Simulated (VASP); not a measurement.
A run of VASP 6.6.1 is set up as follows.

Contents of INCAR:

```
SYSTEM = BaTiO3
PREC = Accurate ; ENCUT = 600
EDIFF = 1E-7 ; ISMEAR = 0
SIGMA = 0.01 ; LREAL = .False.
LASPH = .True. ; NELM = 100
ALGO = Normal ; ISIF = 3
LWAVE = .False. ; LCHARG = .False.
GGA = PE ; IBRION = 2
NSW = 80 ; EDIFFG = -0.02
PSTRESS = 80.0
```

File KPOINTS:

```
regular mesh
0
Gamma
  6 6 6
  0 0 0
```

The input POSCAR:

```
BaTiO3
1.0
    4.0060000000      0.0000000000      0.0000000000
    0.0000000000      4.0060000000      0.0000000000
    0.0000000000      0.0000000000      4.0060000000
Ba Ti O
1 1 3
Direct
    0.5000000000      0.5000000000      0.5000000000
    0.0000000000      0.0000000000      0.0000000000
    0.5000000000      0.0000000000      0.0000000000
    0.0000000000      0.0000000000      0.5000000000
    0.0000000000      0.5000000000      0.0000000000
```

Potentials or basis: VASP PAW PBE potentials, release 64 (Ba_sv, Ti_sv, O).

Run with:

```bash
$ cat potpaw_PBE.64/Ba_sv/POTCAR potpaw_PBE.64/Ti_sv/POTCAR potpaw_PBE.64/O/POTCAR > POTCAR
$ mpirun -np 1 vasp_std > vasp.out
```

Problem. Estimate the relaxed cell.

Solution. a = 3.972 Å, b = 3.972 Å, c = 3.972 Å, α = 90.00°, β = 90.00°, γ = 90.00°.

Problem. What does it give for the band gap on the k mesh?

Solution. 1.79 eV (least direct gap 1.91 eV).

The path:
| step | energy change (eV) | largest force (eV/Å) | pressure (GPa) | volume (Å³) |
| --- | --- | --- | --- | --- |
| 1 | 0.0000 | 0.0000 | 3.27 | 64.29 |
| 2 | 0.1835 | 0.0000 | 14.26 | 60.82 |
| 3 | 0.0559 | 0.0000 | 7.97 | 62.68 |

Caveat: the cell is relaxed towards a set pressure, so the run minimises the enthalpy, not the energy; spin-orbit coupling is left out, which moves the levels of the heavy elements. As with any semilocal functional, this PBE gap is likely too small.
